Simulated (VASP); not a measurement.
# LiH (Fm-3m) in VASP: a series of runs

Runs on LiH. Level: PBEsol. Tasks: vibrations by perturbation theory.

Everything below comes from runs of VASP 6.6.1. Logs are shortened: lines on timing, memory, paths and dates and some standing lists are left out, and cuts for length are marked.

## (1) The cell of the first run

Symmetry: Fm-3m, No. 225, cubic system. Conventional cell: a = 3.981 Å, b = 3.981 Å, c = 3.981 Å, α = 90.00°, β = 90.00°, γ = 90.00°. Li (site symmetry m-3m) has 6 H at 1.99 Å within 2.6 Å. Within 2.6 Å of H (site symmetry m-3m) lie 6 Li at 1.99 Å.

## (2) Vibrations by perturbation theory, PBEsol

INCAR

```
SYSTEM = LiH
PREC     = Accurate       ! precision mode
ENCUT    = 520            ! plane-wave cutoff, eV
EDIFF    = 1E-8           ! SCF threshold, eV
ISMEAR   = 0              ! smearing method
SIGMA    = 0.01           ! smearing width, eV
LREAL    = .FALSE.        ! projectors in reciprocal space
LASPH    = .TRUE.         ! aspherical terms in the spheres
NELM     = 100            ! most SCF steps
ALGO     = Normal         ! electronic algorithm
ISIF     = 2              ! what is computed and relaxed
LWAVE    = .FALSE.        ! write WAVECAR
LCHARG   = .TRUE.         ! write CHGCAR
GGA      = PS             ! functional
IBRION   = 8              ! ionic algorithm
NSW      = 1              ! ionic steps
```

KPOINTS

```
Automatic mesh
0
G
  8 8 8
  0 0 0
```

POSCAR

```
LiH
1.0
    0.0000000000      1.9903724898      1.9903724898
    1.9903724898      0.0000000000      1.9903724898
    1.9903724898      1.9903724898      0.0000000000
Li H
1 1
Direct
    0.0000000000      0.0000000000      0.0000000000
    0.5000000000      0.5000000000      0.5000000000
```

Potentials or basis: VASP PAW PBE potentials, release 64 (Li_sv, H).

Command:

```sh
> cat potpaw_PBE.64/Li_sv/POTCAR potpaw_PBE.64/H/POTCAR > POTCAR
> mpirun -np 1 vasp_std > vasp.out
```

OUTCAR:

```text
SYSTEM = LiH
   PREC = Accurate
   ENCUT = 520
   EDIFF = 1E-8
   ISMEAR = 0
   LREAL = .FALSE.
   LASPH = .TRUE.
   NELM = 100
   ISIF = 2
   GGA = PS
   IBRION = 8
   NSW = 1

 ion  position               nearest neighbor table
   1  0.000  0.000  0.000-
   2  0.500  0.500  0.500-

  LATTYP: Found a face centered cubic cell.
 ALAT       =     3.9807449796

  Lattice vectors:

 A1 = (   0.0000000000,   1.9903724898,   1.9903724898)
 A2 = (   1.9903724898,   0.0000000000,   1.9903724898)
 A3 = (   1.9903724898,   1.9903724898,   0.0000000000)

Analysis of symmetry for initial positions (statically):
=====================================================================
 Subroutine PRICEL returns:
 Original cell was already a primitive cell.

 Routine SETGRP: Setting up the symmetry group for a
 face centered cubic supercell.

 Subroutine GETGRP returns: Found 48 space group operations
 (whereof 48 operations were pure point group operations)
 out of a pool of 48 trial point group operations.

The static configuration has the point symmetry O_h .

Analysis of symmetry for dynamics (positions and initial velocities):
=====================================================================
 Subroutine PRICEL returns:
 Original cell was already a primitive cell.

 Routine SETGRP: Setting up the symmetry group for a
 face centered cubic supercell.

 Subroutine GETGRP returns: Found 48 space group operations
 (whereof 48 operations were pure point group operations)
 out of a pool of 48 trial point group operations.

The dynamic configuration has the point symmetry O_h .

 Subroutine INISYM returns: Found 48 space group operations
 (whereof 48 operations are pure point group operations),
 and found     1 'primitive' translations

----------------------------------------------------------------------------------------

                                     Primitive cell

  volume of cell :      15.7701

  direct lattice vectors                    reciprocal lattice vectors
     0.000000000  1.990372490  1.990372490    -0.251209260  0.251209260  0.251209260
     1.990372490  0.000000000  1.990372490     0.251209260 -0.251209260  0.251209260
     1.990372490  1.990372490  0.000000000     0.251209260  0.251209260 -0.251209260

  length of vectors
     2.814811769  2.814811769  2.814811769     0.435107201  0.435107201  0.435107201

  position of ions in fractional coordinates (direct lattice)
     0.000000000  0.000000000  0.000000000
     0.500000000  0.500000000  0.500000000

  ion indices of the primitive-cell ions
   primitive index   ion index
                 1           1
                 2           2

----------------------------------------------------------------------------------------

 KPOINTS: Automatic mesh

Automatic generation of k-mesh.
 Grid dimensions read from file:
 generate k-points for:    8    8    8

 Generating k-lattice:

  Cartesian coordinates                     Fractional coordinates (reciprocal lattice)
    -0.031401157  0.031401157  0.031401157     0.125000000  0.000000000  0.000000000
     0.031401157 -0.031401157  0.031401157     0.000000000  0.125000000  0.000000000
     0.031401157  0.031401157 -0.031401157     0.000000000  0.000000000  0.125000000

  Length of vectors
     0.054388400  0.054388400  0.054388400

  Shift w.r.t. Gamma in fractional coordinates (k-lattice)
     0.000000000  0.000000000  0.000000000

[... 74 lines left out ...]
   LORBIT       =      0    0 simple, 1 ext, 2 COOP (PROOUT), +10 PAW based schemes
   GGA     = PS    functional components
   LHFCALC =     F    Hartree Fock is set to
   AEXX    =    0.0000 exact exchange contribution
   IVDW    =     0    specifies the selected vdW correction
   LEPSILON=     F    determine dielectric tensor
   LRPA    =     F    only Hartree local field effects (RPA)
 non-spin polarized calculation
 Gauss-broadening in eV      SIGMA  =   0.01
  energy-cutoff  :      520.00
  volume of cell :       15.77
 maximum number of plane-waves:       444
 NGX is ok and might be reduce to    24
   NGX = 11   NGY = 11   NGZ = 11

--------------------------------------- Ionic step        1  -------------------------------------------

 number of electron       3.9999997 magnetization

 Free energy of the ion-electron system (eV)
  ---------------------------------------------------
  ext. energy  EPLUGINS =         0.00000000
  ---------------------------------------------------
  free energy    TOTEN  =        -6.12026867 eV

  energy without entropy =       -6.12026867  energy(sigma->0) =       -6.12026867

 E-fermi :   0.2989     XC(G=0):  -8.6784

 val. band max:        0.2566087026   @ k =   0.5000   0.5000   0.0000
 cond. band min:       2.9854454462   @ k =   0.5000   0.5000   0.0000
 fundamental gap:      2.7288367435
 Fermi energy:         0.2988875830

 k-point     1 :       0.0000    0.0000    0.0000
  band No.  band energies     occupation
      1     -43.4297      2.00000
      2      -5.3666      2.00000
      3      16.6312      0.00000
      4      18.1935      0.00000
      5      18.1935      0.00000
      6      18.1935      0.00000
[... 199 lines left out ...]
 k-point    24 :      -0.3750    0.2500    0.1250
  band No.  band energies     occupation
      1     -43.3675      2.00000
      2      -1.5637      2.00000
      3       5.1570      0.00000
      4       9.0191      0.00000
      5      13.5371      0.00000
      6      16.7159      0.00000

 [... further k-points ...]

------------------------ aborting loop because EDIFF is reached ----------------------------------------

  FORCE on cell =-STRESS in cart. coord.  units (eV):
  Direction    XX          YY          ZZ          XY          YZ          ZX
  --------------------------------------------------------------------------------------
  -------------------------------------------------------------------------------------
  Total       -0.0190471     -0.0190471     -0.0190471     -0.0000000      0.0000000     -0.0000000
  in kB       -1.9351096     -1.9351096     -1.9351096     -0.0000000      0.0000000     -0.0000000
  external PRESSURE =      -1.9351096 kB  Pullay stress =       0.0000000 kB

 VOLUME and BASIS-vectors are now :
 -----------------------------------------------------------------------------
  energy-cutoff  :      520.00
  volume of cell :       15.77
      direct lattice vectors                 reciprocal lattice vectors
     0.000000000  1.990372490  1.990372490    -0.251209260  0.251209260  0.251209260
     1.990372490  0.000000000  1.990372490     0.251209260 -0.251209260  0.251209260
     1.990372490  1.990372490  0.000000000     0.251209260  0.251209260 -0.251209260

 POSITION                                       TOTAL-FORCE (eV/Angst)
 -----------------------------------------------------------------------------------
      0.00000      0.00000      0.00000        -0.000000     -0.000000      0.000000
      1.99037      1.99037      1.99037         0.000000      0.000000     -0.000000
 -----------------------------------------------------------------------------------
    total drift:                                0.000000     -0.000000     -0.000000

  FREE ENERGIE OF THE ION-ELECTRON SYSTEM (eV)
  ---------------------------------------------------
  free  energy   TOTEN  =        -6.1202686676 eV

  energy  without entropy=       -6.1202686676  energy(sigma->0) =       -6.12026867

[... ionic steps 2 to 3 ...]

--------------------------------------- Ionic step        4  -------------------------------------------

------------------------ aborting loop because EDIFF is reached ----------------------------------------

[... ionic steps 5 to 6 ...]

--------------------------------------- Ionic step        7  -------------------------------------------

 Free energy of the ion-electron system (eV)
  ---------------------------------------------------
  ---------------------------------------------------
  free energy    TOTEN  =        -0.01746740 eV

  energy without entropy =       -0.01746740

------------------------ aborting loop because EDIFF is reached ----------------------------------------

 INTERNAL STRAIN TENSOR  FOR ION    2  DIRECTION 1   (eV/Angst):
 -----------------------------------------------------------------------------
     0.00141 -0.00000 -0.00000
     0.00000 -0.00378 -0.00000
    -0.00000 -0.00000 -0.00378

 INTERNAL STRAIN TENSOR FOR ION    2 for displacements in x,y,z  (eV/Angst):
          X           Y           Z          XY          YZ          ZX
  --------------------------------------------------------------------------------
  x     0.00000     0.00000     0.00000     0.00000     0.00000     0.00000
  y     0.00000     0.00000     0.00000     0.00000     0.00000     0.00000
  z     0.00000     0.00000     0.00000     0.00000     0.00000     0.00000

 SECOND DERIVATIVES (NOT SYMMETRIZED)
 ------------------------------------
               1X          1Y          1Z          2X          2Y          2Z
  1X    -1.250176    0.000000    0.000000    1.250176    0.000000    0.000000
  1Y     0.000000   -1.250176    0.000000    0.000000    1.250176    0.000000
  1Z     0.000000    0.000000   -1.250176    0.000000    0.000000    1.250176
  2X     1.254104    0.000000    0.000000   -1.254104    0.000000    0.000000
  2Y     0.000000    1.254104    0.000000    0.000000   -1.254104    0.000000
  2Z     0.000000    0.000000    1.254104    0.000000    0.000000   -1.254104

 Eigenvectors and eigenvalues of the dynamical matrix
 ----------------------------------------------------

   1 f  =   18.710692 THz   117.562747 2PiTHz  624.121513 cm-1    77.381171 meV
             X         Y         Z           dx          dy          dz
      0.000000  0.000000  0.000000     0.000000    0.352848    0.000000
      1.990372  1.990372  1.990372     0.000000   -0.935681    0.000000
[... 21 lines left out ...]
   6 f/i=    0.009688 THz     0.060872 2PiTHz    0.323159 cm-1     0.040067 meV
             X         Y         Z           dx          dy          dz
      0.000000  0.000000  0.000000     0.000000    0.000000    0.935681
      1.990372  1.990372  1.990372     0.000000    0.000000    0.352848

--------------------------------------------------------------------------------------------------------

 ELASTIC MODULI CONTR FROM IONIC RELAXATION (kBar)
 Direction    XX          YY          ZZ          XY          YZ          ZX
 --------------------------------------------------------------------------------
 XX           0.0000      0.0000      0.0000      0.0000      0.0000      0.0000
 YY           0.0000      0.0000      0.0000      0.0000      0.0000      0.0000
 ZZ           0.0000      0.0000      0.0000      0.0000      0.0000      0.0000
 XY           0.0000      0.0000      0.0000      0.0000      0.0000      0.0000
 YZ           0.0000      0.0000      0.0000      0.0000      0.0000      0.0000
 ZX           0.0000      0.0000      0.0000      0.0000      0.0000      0.0000
 --------------------------------------------------------------------------------
```

Run time: 31 s. Hardware: 1 thread of AMD EPYC 7R43 (Zen 3), shared host; peak memory 0.11 GiB.

Results:

```yaml
Highest_phonon_frequency_at_Γ_LO-TO_splitting_left_out: 624 cm⁻¹
```

Phonon frequencies in cm⁻¹ (negative: imaginary):
```csv
q point,frequencies
"(0.000, 0.000, 0.000)",0 0 0 624 624 624
```

Caveat: the cutoff is under 1.25 times the usual one of these potentials, so pressure, stress and relaxed cells hold a basis-set (Pulay) error; the PAW data sets were made with another functional, which shifts forces and pressure a little.

(Part 1 of 3 ends here.)
